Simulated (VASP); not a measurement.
# ScAl3 (Amm2) in VASP: single point with PBEsol

Aim: the single point of ScAl3 with PBEsol.

Everything below comes from runs of VASP 6.6.1. Logs are shortened: lines on timing, memory, paths and dates and some standing lists are left out, and cuts for length are marked.

## Step 1: The cell of the first run

Symmetry: Amm2, No. 38, orthorhombic system. The conventional cell has a = 4.071 Å, b = 5.758 Å, c = 5.758 Å, α = 90.00°, β = 90.00°, γ = 90.00°. Sc (site symmetry mm2) has 12 Al at 2.86 to 2.90 Å within 3.8 Å. Within 3.8 Å of Al (site symmetry m) lie 4 Sc at 2.87 to 2.89 Å and 8 Al at 2.88 Å. Within 3.8 Å of Al (site symmetry mm2) lie 4 Sc at 2.86 to 2.90 Å and 8 Al at 2.88 Å.

## Step 2: Single point, PBEsol (atom 1 (Sc) moved +0.017 Å along Cartesian [1 -1 0])

The input, INCAR:

```
ALGO = Fast
EDIFF = 1E-6
ENCUT = 520
GGA = PS
ISIF = 2
ISMEAR = 0
LASPH = True
LCHARG = False
LREAL = False
LWAVE = False
NBANDS = 18
NELM = 80
PREC = Accurate
SIGMA = 0.15
```

The input, KPOINTS:

```
k-points
0
Gamma
  12 12 12
```

The input, POSCAR:

```
ScAl3
1.0
    4.0712986163      0.0000000000      0.0000000000
    0.0000000000      4.0712986163      0.0000000000
    0.0000000000      0.0000000000      4.0712986163
Sc Al
1 3
Direct
    0.0029004709     -0.0029004709      0.0000000000
    0.5000000000      0.0000000000      0.5000000000
    0.0000000000      0.5000000000      0.5000000000
    0.5000000000      0.5000000000      0.0000000000
```

Potentials or basis: VASP PAW PBE potentials, release 64 (Sc_sv, Al).

The run is started by

```console
> cat potpaw_PBE.64/Sc_sv/POTCAR potpaw_PBE.64/Al/POTCAR > POTCAR
> mpirun -np 1 vasp_std > vasp.out
```

OUTCAR:

```text
EDIFF = 1E-6
   ENCUT = 520
   GGA = PS
   ISIF = 2
   ISMEAR = 0
   LASPH = True
   LREAL = False
   NELM = 80
   PREC = Accurate

 ion  position               nearest neighbor table
   1  0.003  0.997  0.000-   4 2.86   3 2.87   2 2.87   2 2.87   3 2.87   4 2.88   4 2.88   3 2.89
                             2 2.89   3 2.89   2 2.89   4 2.90
   2  0.500  0.000  0.500-   1 2.87   1 2.87   4 2.88   3 2.88   4 2.88   3 2.88   4 2.88   4 2.88
                             3 2.88   3 2.88   1 2.89   1 2.89
   3  0.000  0.500  0.500-   1 2.87   1 2.87   4 2.88   2 2.88   4 2.88   2 2.88   2 2.88   4 2.88
                             4 2.88   2 2.88   1 2.89   1 2.89
   4  0.500  0.500  0.000-   1 2.86   2 2.88   3 2.88   2 2.88   3 2.88   2 2.88   2 2.88   3 2.88
                             3 2.88   1 2.88   1 2.88   1 2.90

  LATTYP: Found a simple cubic cell.
 ALAT       =     4.0712986163

  Lattice vectors:

 A1 = (   4.0712986163,   0.0000000000,   0.0000000000)
 A2 = (   0.0000000000,   4.0712986163,   0.0000000000)
 A3 = (   0.0000000000,   0.0000000000,   4.0712986163)

Analysis of symmetry for initial positions (statically):
=====================================================================
 Subroutine PRICEL returns:
 Original cell was already a primitive cell.

 Routine SETGRP: Setting up the symmetry group for a
 simple cubic supercell.

 Subroutine GETGRP returns: Found  4 space group operations
 (whereof  4 operations were pure point group operations)
 out of a pool of 48 trial point group operations.

The static configuration has the point symmetry C_2v.

Analysis of symmetry for dynamics (positions and initial velocities):
=====================================================================
 Subroutine PRICEL returns:
 Original cell was already a primitive cell.

 Routine SETGRP: Setting up the symmetry group for a
 simple cubic supercell.

 Subroutine GETGRP returns: Found  4 space group operations
 (whereof  4 operations were pure point group operations)
 out of a pool of 48 trial point group operations.

The dynamic configuration has the point symmetry C_2v.

 Subroutine INISYM returns: Found  4 space group operations
 (whereof  4 operations are pure point group operations),
 and found     1 'primitive' translations

----------------------------------------------------------------------------------------

                                     Primitive cell

  volume of cell :      67.4837

  direct lattice vectors                    reciprocal lattice vectors
[... 89 lines left out ...]
   ENCUT  =  520.0 eV  38.22 Ry    6.18 a.u.   7.57  7.57  7.57*2*pi/ulx,y,z
   NELM   =     80;   NELMIN=  2; NELMDL= -5     # of ELM steps
   EDIFF  = 0.1E-05   stopping-criterion for ELM
   LREAL  =      F    real-space projection
   EDIFFG = 0.1E-04   stopping-criterion for IOM
   NSW    =      0    number of steps for IOM
   IBRION =     -1    ionic relax: 0-MD 1-quasi-New 2-CG
   NFREE  =      0    steps in history (QN), initial steepest desc. (CG)
   ISIF   =      2    stress and relaxation
   ISYM   =      2    0-nonsym 1-usesym 2-fastsym
   POTIM  = 0.5000    time-step for ionic-motion
   TEBEG  =    0.0;   TEEND  =   0.0 temperature during run
   PSTRESS=    0.0 pullay stress
   NELECT =      20.0000    total number of electrons
   NUPDOWN=      -1.0000    fix difference up-down
   EMIN   =  10.00;   EMAX   =-10.00  energy-range for DOS
   EFERMI =   0.00;   METHOD = LEGACY
   ISMEAR =     0;   SIGMA  =   0.15  broadening in eV -4-tet -1-fermi 0-gaus
   EFERMI_NEDOS =   21; number of points for ismear=-14 and -15
   IALGO  =     68    algorithm
   IMIX   =      4    mixing-type and parameters
     AMIX     =   0.40;   BMIX     =  1.00
     AMIX_MAG =   1.60;   BMIX_MAG =  1.00
  volume/ion in A,a.u.               =      16.87       113.85
  Fermi-wavevector in a.u.,A,eV,Ry     =   1.091487  2.062611 16.209215  1.191344
  Thomas-Fermi vector in A             =   2.227733
   LORBIT       =      0    0 simple, 1 ext, 2 COOP (PROOUT), +10 PAW based schemes
   GGA     = PS    functional components
   LHFCALC =     F    Hartree Fock is set to
   AEXX    =    0.0000 exact exchange contribution
   IVDW    =     0    specifies the selected vdW correction
   LEPSILON=     F    determine dielectric tensor
   LRPA    =     F    only Hartree local field effects (RPA)
 non-spin polarized calculation
 RMM-DIIS sequential band-by-band and
 Gauss-broadening in eV      SIGMA  =   0.15
  energy-cutoff  :      520.00
  volume of cell :       67.48
 maximum number of plane-waves:      1856
   NGX = 15   NGY = 15   NGZ = 15

 number of electron      19.9999999 magnetization

 Free energy of the ion-electron system (eV)
  ---------------------------------------------------
  ext. energy  EPLUGINS =         0.00000000
  ---------------------------------------------------
  free energy    TOTEN  =       -20.77061907 eV

  energy without entropy =      -20.75612740  energy(sigma->0) =      -20.76337324

 E-fermi :   7.3222     XC(G=0): -10.5464

 val. band max:        7.2809744059   @ k =  -0.0833   0.2500   0.0000
 cond. band min:       7.3285911649   @ k =  -0.2500   0.3333   0.0000
 fundamental gap:      0.0476167590
 Fermi energy:         7.3221923153

 k-point     1 :       0.0000    0.0000    0.0000
  band No.  band energies     occupation
      1     -41.3925      2.00000
      2     -20.1959      2.00000
      3     -20.1959      2.00000
      4     -20.1959      2.00000
      5      -2.7740      2.00000
      6       4.6707      2.00000
[... 481 lines left out ...]
      5      -2.1368      2.00000
      6       2.2139      2.00000
[... 10 lines left out ...]
     17      12.2944      0.00000
     18      13.1774      0.00000

 [... further k-points ...]
[... 5 lines left out ...]
  --------------------------------------------------------------------------------------
  -------------------------------------------------------------------------------------
  Total        0.0703705      0.0703705      0.0699409     -0.0021132      0.0000000      0.0000000
  in kB        1.6707152      1.6707152      1.6605145     -0.0501709      0.0000000      0.0000000
  external PRESSURE =       1.6673150 kB  Pullay stress =       0.0000000 kB

 VOLUME and BASIS-vectors are now :
 -----------------------------------------------------------------------------
  energy-cutoff  :      520.00
  volume of cell :       67.48
      direct lattice vectors                 reciprocal lattice vectors
     4.071298616  0.000000000  0.000000000     0.245621875  0.000000000  0.000000000
     0.000000000  4.071298616  0.000000000     0.000000000  0.245621875  0.000000000
     0.000000000  0.000000000  4.071298616     0.000000000  0.000000000  0.245621875

 POSITION                                       TOTAL-FORCE (eV/Angst)
 -----------------------------------------------------------------------------------
      0.01181      4.05949      0.00000        -0.116572      0.116572      0.000000
      2.03565      0.00000      2.03565         0.052302     -0.011938      0.000000
      0.00000      2.03565      2.03565         0.011938     -0.052302      0.000000
      2.03565      2.03565      0.00000         0.052332     -0.052332      0.000000
 -----------------------------------------------------------------------------------
    total drift:                                0.000337     -0.000337      0.000000

  FREE ENERGIE OF THE ION-ELECTRON SYSTEM (eV)
  ---------------------------------------------------
  free  energy   TOTEN  =       -20.7706190694 eV

  energy  without entropy=      -20.7561274008  energy(sigma->0) =      -20.76337324
```

OSZICAR:

```text
N       E                     dE             d eps       ncg     rms          rms(c)
DAV:   1     0.107503062916E+03    0.10750E+03   -0.82583E+03 10844   0.101E+03
DAV:   2    -0.168855211533E+02   -0.12439E+03   -0.12132E+03 10900   0.290E+02
DAV:   3    -0.217005885816E+02   -0.48151E+01   -0.46411E+01 16558   0.553E+01
DAV:   4    -0.218167629207E+02   -0.11617E+00   -0.11587E+00 16608   0.871E+00
DAV:   5    -0.218188392984E+02   -0.20764E-02   -0.20762E-02 15878   0.103E+00    0.943E+00
RMM:   6    -0.207248086404E+02    0.10940E+01   -0.18194E+00 11224   0.152E+01    0.287E+00
RMM:   7    -0.208312432078E+02   -0.10643E+00   -0.23132E+00 14958   0.673E+00    0.144E+00
RMM:   8    -0.207724415022E+02    0.58802E-01   -0.13470E-01 12709   0.434E+00    0.168E+00
RMM:   9    -0.207747383078E+02   -0.22968E-02   -0.90352E-02 15711   0.196E+00    0.669E-01
RMM:  10    -0.207701979868E+02    0.45403E-02   -0.12652E-02 13543   0.122E+00    0.141E-01
RMM:  11    -0.207707409369E+02   -0.54295E-03   -0.55849E-03 14705   0.465E-01    0.682E-02
RMM:  12    -0.207706566417E+02    0.84295E-04   -0.12803E-03 16374   0.271E-01    0.580E-02
RMM:  13    -0.207707710855E+02   -0.11444E-03   -0.28559E-04 16331   0.132E-01    0.118E-01
RMM:  14    -0.207706088111E+02    0.16227E-03   -0.30008E-04 14945   0.196E-01    0.381E-02
RMM:  15    -0.207706168081E+02   -0.79969E-05   -0.11303E-04 15012   0.632E-02    0.290E-02
RMM:  16    -0.207706188312E+02   -0.20231E-05   -0.17824E-05 14670   0.314E-02    0.287E-02
RMM:  17    -0.207706190694E+02   -0.23818E-06   -0.49198E-06 12654   0.243E-02
   1 F= -.20770619E+02 E0= -.20763373E+02  d E =-.144917E-01
```

stdout:

```text
POSCAR found type information on POSCAR ScAl
 POSCAR found :  2 types and       4 ions
 scaLAPACK will be used
 -----------------------------------------------------------------------------
|                                                                             |
|                                                                             |
|     You enforced a specific xc type in the INCAR file but a different       |
|     I HOPE YOU KNOW WHAT YOU ARE DOING!                                     |
|                                                                             |
 -----------------------------------------------------------------------------

 LDA part: xc-table for (Slater+PW92), standard interpolation
 POSCAR, INCAR and KPOINTS ok, starting setup
 FFT: planning ... GRIDC
 FFT: planning ... GRID_SOFT
 FFT: planning ... GRID
 WAVECAR not read
 entering main loop
```

It took 4.7 min on 1 thread of Intel Xeon Platinum 8488C (Sapphire Rapids), shared host; peak memory 0.43 GiB.

Results:

- Free energy: -20.7706 eV
- Pressure: 0.2 GPa
- Largest force: 0.165 eV/Å
- Band gap on the k mesh: zero (band 10 reaches 8.26 eV, above the bottom of band 11 at 4.35 eV)

Forces in eV/Å, atoms in the order of the input:
```
Sc  -0.117  0.117  0.000
Al   0.052 -0.012  0.000
Al   0.012 -0.052  0.000
Al   0.052 -0.052  0.000
```

Caveat: the cell differs from its parent crystal (atom 1 (Sc) moved +0.017 Å along Cartesian [1 -1 0]); the PAW data sets were made with another functional, which shifts forces and pressure a little.
